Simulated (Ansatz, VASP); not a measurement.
Two plane-wave programs on ReOs

```
Re Os
1.0
     2.75733    0.00000    0.00000
    -1.37867    2.38792    0.00000
     0.00000    0.00000    4.38243
Re Os
1 1
Direct
  0.66667 0.33333 0.50000
  0.00000 0.00000 0.00000
```

Change from the starting cell: shortest bond scaled by 1, PAW files.

Alike in both runs: task electric field gradients; functional LDA; k mesh 12 × 12 × 7; occupations fermi-dirac, width 0.05 eV; no spin polarisation.

|  | VASP | Ansatz |
| --- | --- | --- |
| version | VASP 6.6.1 | Ansatz 0.2.0 |
| potentials or method | VASP PAW LDA potentials, release 64 (Re, Os) | PAW with Ansatz's default frozen-core files, scalar-relativistic |
| plane-wave cutoff (eV) | 520 | 420 |
| valence electrons in the cell | 15 | 31 |

VASP gave:

```
pressure (GPa)                                                : -11.8
traceless stress, the component that is largest in VASP (GPa) : -0.70
size of Vzz on the site where it differs most (V/Å²)          : 59.4
```

Task: Estimate Ansatz's values.

Result: Pressure (GPa): -12.7; traceless stress, the component that is largest in VASP (GPa): -0.63; size of Vzz on the site where it differs most (V/Å²): 43.1.

LDA's correlation is that of Perdew and Zunger in VASP and of Perdew and Wang (1992) in Ansatz. VASP's potentials hold 15 valence electrons a cell and Ansatz's 31, so a difference there can come from the potentials and not from the codes.

Neither program's run includes spin-orbit coupling.
